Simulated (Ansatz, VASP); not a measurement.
## Al2OsN3: VASP beside Ansatz

Contents of INCAR:

```
SYSTEM = Al2OsN3
PREC     = Accurate       ! precision mode
ENCUT    = 600            ! plane-wave cutoff, eV
EDIFF    = 1E-6           ! SCF threshold, eV
ISMEAR   = 0              ! smearing method
SIGMA    = 0.1            ! smearing width, eV
LREAL    = .False.        ! projectors in reciprocal space
LASPH    = .True.         ! aspherical terms in the spheres
NELM     = 150            ! most SCF steps
ALGO     = Normal         ! electronic algorithm
ISIF     = 3              ! what is computed and relaxed
LWAVE    = .False.        ! write WAVECAR
LCHARG   = .False.        ! write CHGCAR
ISPIN    = 2              ! spin polarisation
MAGMOM   = 0 0 1 0 0 0    ! initial moments
LORBIT   = 11             ! projections on sites
LMAXMIX  = 4              ! l up to which the mixer works
GGA      = PE             ! functional
IBRION   = 2              ! ionic algorithm
NSW      = 90             ! ionic steps
EDIFFG   = -0.04          ! ionic threshold
```

Contents of KPOINTS:

```
regular mesh
0
Gamma
  6 6 6
  0 0 0
```

The input POSCAR:

```
Al2OsN3
1.0
    2.3417038400      1.3519833400      3.8052223200
   -2.3417038400      1.3519833400      3.8052223200
    0.0000000000     -2.7039666900      3.8052223200
Al Os N
2 1 3
Direct
    0.6170832500      0.6170832500      0.6170832500
    0.3829167500      0.3829167500      0.3829167500
    0.0000000000      0.0000000000      0.0000000000
    0.5000000000      0.0000000000      0.0000000000
    0.0000000000      0.5000000000      0.0000000000
    0.0000000000      0.0000000000      0.5000000000
```

Input for Ansatz:

```yaml
crystal:
  lattice:
    - [2.34170384, 1.35198334, 3.80522232]
    - [-2.34170384, 1.35198334, 3.80522232]
    - [0.0, -2.70396669, 3.80522232]
  atoms:
    - { symbol: Al, position: [0.61708325, 0.61708325, 0.61708325] }
    - { symbol: Al, position: [0.38291675, 0.38291675, 0.38291675] }
    - { symbol: Os, position: [0.0, 0.0, 0.0], spin: 1.0 }
    - { symbol: "N", position: [0.5, 0.0, 0.0] }
    - { symbol: "N", position: [0.0, 0.5, 0.0] }
    - { symbol: "N", position: [0.0, 0.0, 0.5] }
basis:
  ecutwfc: 420
kpoints:
  mp_grid: { grid: [6, 6, 6] }
hamiltonian:
  xc: pbe
scf:
  occupations: { method: gaussian, width: 0.1 }
  lower_state_search: "off"
output:
  forces: true
  stress: true
  eigenvalues: true
  populations: true
magnetization:
  spin_polarized: true
relax:
  adjacent_minimum: "off"
  f_tol: 0.04
  max_steps: 70
  cell: { stress_tol: 0.4 }
```

Change from the starting cell: species swapped into the Ce2AlFe3 type (R-3m, No. 166).

Alike in both runs: task relaxation of cell and atoms; functional PBE; k mesh 6 × 6 × 6; occupations gaussian, width 0.1 eV; collinear spin.

|  | VASP | Ansatz |
| --- | --- | --- |
| version | VASP 6.6.1 | Ansatz 0.2.0 |
| potentials or method | VASP PAW PBE potentials, release 64 (Al, Os, N), cutoff 600 eV | scalar-relativistic, plane waves, PAW |
| valence electrons in the cell | 29 | 37 |

|  | VASP | Ansatz | Ansatz less VASP |
| --- | --- | --- | --- |
| gap on the k mesh at the Fermi level, each at its own relaxed structure (eV) | none | none | - |
| net moment per atom (μB) | 0.00 | 0.00 | 0.000 |
| relaxed volume (Å³/atom) | 11.32 | 11.28 | -0.042 |
| relaxed length of the cell vector where the two differ most in proportion (Å) | 4.091 | 4.086 | -0.0053 |

A gap of «none» marks a metal or a gap that the smearing closes. VASP's potentials hold 29 valence electrons a cell and Ansatz's 37, so a difference there can come from the potentials and not from the codes. Ansatz's warnings: seeded moment not kept.

Neither program's run includes spin-orbit coupling.
